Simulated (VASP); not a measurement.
# Cs (Fm-3m) in VASP: notebook

The runs below take Cs through single point, relaxation of cell and atoms, with PBE.

Program: VASP 6.6.1. These are calculated values, not measurements. Logs are shortened: lines on timing, memory, paths and dates and some standing lists are left out, and cuts for length are marked.

### 1 The cell of the first run

Symmetry: Fm-3m, No. 225, cubic system. The conventional cell has a = 7.772 Å, b = 7.772 Å, c = 7.772 Å, α = 90.00°, β = 90.00°, γ = 90.00°.

### 2 Single point, PBE

The input, INCAR:

```
PREC     = Accurate       # precision mode
ENCUT    = 520            # plane-wave cutoff, eV
EDIFF    = 1E-7           # SCF threshold, eV
ISMEAR   = 0              # smearing method
SIGMA    = 0.1            # smearing width, eV
LREAL    = F              # projectors in reciprocal space
LASPH    = T              # aspherical terms in the spheres
NELM     = 100            # most SCF steps
ALGO     = Normal         # electronic algorithm
ISIF     = 2              # what is computed and relaxed
LWAVE    = F              # write WAVECAR
LCHARG   = F              # write CHGCAR
GGA      = PE             # functional
NBANDS   = 10             # bands
```

The input, KPOINTS:

```
Automatic mesh
0
Gamma
  10 10 10
```

The input, POSCAR:

```
Cs
1.0
    0.0000000000      3.8858306172      3.8858306172
    3.8858306172      0.0000000000      3.8858306172
    3.8858306172      3.8858306172      0.0000000000
Cs
1
Direct
    0.0000000000      0.0000000000      0.0000000000
```

Potentials or basis: VASP PAW PBE potentials, release 64 (Cs_sv).

Run with:

```bash
> cat potpaw_PBE.64/Cs_sv/POTCAR > POTCAR
> mpirun -np 1 vasp_std > vasp.out
```

OUTCAR:

```text
PREC = Accurate
   ENCUT = 520
   EDIFF = 1E-7
   ISMEAR = 0
   LREAL = F
   LASPH = T
   NELM = 100
   ISIF = 2
   GGA = PE

 ion  position               nearest neighbor table
   1  0.000  0.000  0.000-

  LATTYP: Found a face centered cubic cell.
 ALAT       =     7.7716612344

  Lattice vectors:

 A1 = (   0.0000000000,   3.8858306172,   3.8858306172)
 A2 = (   3.8858306172,   0.0000000000,   3.8858306172)
 A3 = (   3.8858306172,   3.8858306172,   0.0000000000)

Analysis of symmetry for initial positions (statically):
=====================================================================
 Subroutine PRICEL returns:
 Original cell was already a primitive cell.

 Routine SETGRP: Setting up the symmetry group for a
 face centered cubic supercell.

 Subroutine GETGRP returns: Found 48 space group operations
 (whereof 48 operations were pure point group operations)
 out of a pool of 48 trial point group operations.

The static configuration has the point symmetry O_h .

Analysis of symmetry for dynamics (positions and initial velocities):
=====================================================================
 Subroutine PRICEL returns:
 Original cell was already a primitive cell.

 Routine SETGRP: Setting up the symmetry group for a
 face centered cubic supercell.

 Subroutine GETGRP returns: Found 48 space group operations
 (whereof 48 operations were pure point group operations)
 out of a pool of 48 trial point group operations.

The dynamic configuration has the point symmetry O_h .

 Subroutine INISYM returns: Found 48 space group operations
 (whereof 48 operations are pure point group operations),
 and found     1 'primitive' translations

----------------------------------------------------------------------------------------

                                     Primitive cell

  volume of cell :     117.3496

  direct lattice vectors                    reciprocal lattice vectors
     0.000000000  3.885830617  3.885830617    -0.128672618  0.128672618  0.128672618
     3.885830617  0.000000000  3.885830617     0.128672618 -0.128672618  0.128672618
     3.885830617  3.885830617  0.000000000     0.128672618  0.128672618 -0.128672618

  length of vectors
     5.495394360  5.495394360  5.495394360     0.222867513  0.222867513  0.222867513

  position of ions in fractional coordinates (direct lattice)
     0.000000000  0.000000000  0.000000000

  ion indices of the primitive-cell ions
   primitive index   ion index
                 1           1

----------------------------------------------------------------------------------------

 KPOINTS: Automatic mesh

Automatic generation of k-mesh.
 Grid dimensions read from file:
 generate k-points for:   10   10   10

 Generating k-lattice:

  Cartesian coordinates                     Fractional coordinates (reciprocal lattice)
    -0.012867262  0.012867262  0.012867262     0.100000000  0.000000000  0.000000000
     0.012867262 -0.012867262  0.012867262     0.000000000  0.100000000  0.000000000
     0.012867262  0.012867262 -0.012867262     0.000000000  0.000000000  0.100000000

  Length of vectors
     0.022286751  0.022286751  0.022286751

  Shift w.r.t. Gamma in fractional coordinates (k-lattice)
     0.000000000  0.000000000  0.000000000

 Subroutine IBZKPT returns following result:
 ===========================================

 Found     47 irreducible k-points:

 Following reciprocal coordinates:
            Coordinates               Weight
  0.000000  0.000000  0.000000      1.000000
  0.100000  0.000000  0.000000      8.000000
  0.200000  0.000000  0.000000      8.000000
  0.300000  0.000000  0.000000      8.000000
  0.400000  0.000000  0.000000      8.000000
  0.500000  0.000000  0.000000      4.000000
[... 16 lines left out ...]
  0.300000  0.300000  0.000000      6.000000
  0.400000  0.300000  0.000000     24.000000
 [... further k-points ...]
   k-points           NKPTS =     47   k-points in BZ     NKDIM =     47   number of bands    NBANDS=     10
   number of dos      NEDOS =    301   number of ions     NIONS =      1
   total plane-waves  NPLWV =  74088
   dimension x,y,z NGX =    42 NGY =   42 NGZ =   42
   dimension x,y,z NGXF=    84 NGYF=   84 NGZF=   84
   ions per type =               1
   NGX,Y,Z   is equivalent  to a cutoff of  12.71, 12.71, 12.71 a.u.
   NGXF,Y,Z  is equivalent  to a cutoff of  25.41, 25.41, 25.41 a.u.
 SYSTEM =  unknown system
   PREC   = accura    normal or accurate (medium, high low for compatibility)
   ISTART =      0    job   : 0-new  1-cont  2-samecut
   ICHARG =      2    charge: 1-file 2-atom 10-const
   ISPIN  =      1    spin polarized calculation?
   LNONCOLLINEAR =      F non collinear calculations
   LSORBIT =      F    spin-orbit coupling
   LASPH  =      T    aspherical Exc in radial PAW
   ENCUT  =  520.0 eV  38.22 Ry    6.18 a.u.  10.22 10.22 10.22*2*pi/ulx,y,z
   NELM   =    100;   NELMIN=  2; NELMDL= -5     # of ELM steps
   EDIFF  = 0.1E-06   stopping-criterion for ELM
   LREAL  =      F    real-space projection
   EDIFFG = 0.1E-05   stopping-criterion for IOM
   NSW    =      0    number of steps for IOM
   IBRION =     -1    ionic relax: 0-MD 1-quasi-New 2-CG
   NFREE  =      0    steps in history (QN), initial steepest desc. (CG)
   ISIF   =      2    stress and relaxation
   ISYM   =      2    0-nonsym 1-usesym 2-fastsym
   POTIM  = 0.5000    time-step for ionic-motion
   TEBEG  =    0.0;   TEEND  =   0.0 temperature during run
   PSTRESS=    0.0 pullay stress
   NELECT =       9.0000    total number of electrons
   NUPDOWN=      -1.0000    fix difference up-down
   EMIN   =  10.00;   EMAX   =-10.00  energy-range for DOS
   EFERMI =   0.00;   METHOD = LEGACY
   ISMEAR =     0;   SIGMA  =   0.10  broadening in eV -4-tet -1-fermi 0-gaus
   EFERMI_NEDOS =   21; number of points for ismear=-14 and -15
   IALGO  =     38    algorithm
   IMIX   =      4    mixing-type and parameters
     AMIX     =   0.40;   BMIX     =  1.00
     AMIX_MAG =   1.60;   BMIX_MAG =  1.00
  volume/ion in A,a.u.               =     117.35       791.91
  Fermi-wavevector in a.u.,A,eV,Ry     =   0.695550  1.314399  6.582363  0.483790
  Thomas-Fermi vector in A             =   1.778354
   LORBIT       =      0    0 simple, 1 ext, 2 COOP (PROOUT), +10 PAW based schemes
   GGA     = PE    functional components
   LHFCALC =     F    Hartree Fock is set to
   AEXX    =    0.0000 exact exchange contribution
   IVDW    =     0    specifies the selected vdW correction
   LEPSILON=     F    determine dielectric tensor
   LRPA    =     F    only Hartree local field effects (RPA)
 non-spin polarized calculation
 Gauss-broadening in eV      SIGMA  =   0.10
  energy-cutoff  :      520.00
  volume of cell :      117.35
 maximum number of plane-waves:      3183
 NGX is ok and might be reduce to    42
   NGX = 21   NGY = 21   NGZ = 21

 number of electron       8.9999998 magnetization

 Free energy of the ion-electron system (eV)
  ---------------------------------------------------
  ext. energy  EPLUGINS =         0.00000000
  ---------------------------------------------------
  free energy    TOTEN  =        -0.85346712 eV

  energy without entropy =       -0.84604797  energy(sigma->0) =       -0.84975755

 E-fermi :   0.3885     XC(G=0):  -5.3557

 val. band max:        0.3796827818   @ k =   0.5000   0.0000   0.0000
 cond. band min:       0.4087703749   @ k =   0.5000   0.3000   0.1000
 fundamental gap:      0.0290875931
 Fermi energy:         0.3884993279

 k-point     1 :       0.0000    0.0000    0.0000
  band No.  band energies     occupation
      1     -23.4599      2.00000
      2     -10.2075      2.00000
      3     -10.2075      2.00000
      4     -10.2075      2.00000
      5      -1.2545      2.00000
      6       2.8405      0.00000
      7       2.8405      0.00000
      8       2.8405      0.00000
      9       3.9063      0.00000
     10       3.9063      0.00000

 k-point     2 :       0.1000    0.0000    0.0000
  band No.  band energies     occupation
      1     -23.4594      2.00000
      2     -10.2199      2.00000
      3     -10.2091      2.00000
      4     -10.2091      2.00000
      5      -1.1522      2.00000
      6       2.6438      0.00000
      7       2.8876      0.00000
      8       2.8876      0.00000
      9       3.8174      0.00000
     10       3.8174      0.00000

 k-point     3 :       0.2000    0.0000    0.0000
  band No.  band energies     occupation
      1     -23.4580      2.00000
      2     -10.2521      2.00000
      3     -10.2135      2.00000
      4     -10.2135      2.00000
      5      -0.8591      2.00000
      6       2.2382      0.00000
      7       2.9469      0.00000
      8       2.9469      0.00000
      9       3.7450      0.00000
     10       3.7450      0.00000

 k-point     4 :       0.3000    0.0000    0.0000
  band No.  band energies     occupation
      1     -23.4563      2.00000
      2     -10.2912      2.00000
      3     -10.2189      2.00000
      4     -10.2189      2.00000
      5      -0.4194      2.00000
      6       1.8072      0.00000
      7       2.8679      0.00000
      8       2.8679      0.00000
      9       3.9740      0.00000
     10       3.9740      0.00000
[... 222 lines left out ...]
 k-point    22 :      -0.2000    0.2000    0.0000
  band No.  band energies     occupation
      1     -23.4557      2.00000
      2     -10.2850      2.00000
      3     -10.2428      2.00000
      4     -10.2183      2.00000
      5      -0.2600      2.00000
      6       1.8976      0.00000
      7       2.3442      0.00000
      8       3.1570      0.00000
      9       3.4175      0.00000
     10       4.4977      0.00000

 k-point    23 :       0.3000    0.3000    0.0000
  band No.  band energies     occupation
      1     -23.4551      2.00000
      2     -10.2873      2.00000
      3     -10.2377      2.00000
      4     -10.2377      2.00000
      5      -0.1600      2.00000
      6       1.7849      0.00000
      7       2.2819      0.00000
      8       3.4331      0.00000
      9       3.4331      0.00000
     10       4.3717      0.00000

 k-point    24 :       0.4000    0.3000    0.0000
  band No.  band energies     occupation
      1     -23.4540      2.00000
      2     -10.3040      2.00000
      3     -10.2469      2.00000
      4     -10.2430      2.00000
      5       0.2024      1.99150
      6       1.6331      0.00000
      7       2.0286      0.00000
      8       3.5202      0.00000
      9       3.7064      0.00000
     10       4.6041      0.00000

 [... further k-points ...]

------------------------ aborting loop because EDIFF is reached ----------------------------------------

  FORCE on cell =-STRESS in cart. coord.  units (eV):
  Direction    XX          YY          ZZ          XY          YZ          ZX
  --------------------------------------------------------------------------------------
  -------------------------------------------------------------------------------------
  Total       -0.0008604     -0.0008604     -0.0008604     -0.0000000     -0.0000000     -0.0000000
  in kB       -0.0117474     -0.0117474     -0.0117474     -0.0000000     -0.0000000     -0.0000000
  external PRESSURE =      -0.0117474 kB  Pullay stress =       0.0000000 kB

 VOLUME and BASIS-vectors are now :
 -----------------------------------------------------------------------------
  energy-cutoff  :      520.00
  volume of cell :      117.35
      direct lattice vectors                 reciprocal lattice vectors
     0.000000000  3.885830617  3.885830617    -0.128672618  0.128672618  0.128672618
     3.885830617  0.000000000  3.885830617     0.128672618 -0.128672618  0.128672618
     3.885830617  3.885830617  0.000000000     0.128672618  0.128672618 -0.128672618

 POSITION                                       TOTAL-FORCE (eV/Angst)
 -----------------------------------------------------------------------------------
      0.00000      0.00000      0.00000        -0.000000      0.000000      0.000000
 -----------------------------------------------------------------------------------
    total drift:                               -0.000000     -0.000000     -0.000000

  FREE ENERGIE OF THE ION-ELECTRON SYSTEM (eV)
  ---------------------------------------------------
  free  energy   TOTEN  =        -0.8534671170 eV

  energy  without entropy=       -0.8460479749  energy(sigma->0) =       -0.84975755
```

Wall time 96 s (1 thread of AMD EPYC 7R43 (Zen 3), shared host); peak memory 0.22 GiB.

Results:

```yaml
Free_energy: -0.8535 eV
Pressure: 0.0 GPa
```

Caveat: spin-orbit coupling is left out, which moves the levels of the heavy elements.

(Continued in part 2 of 3.)
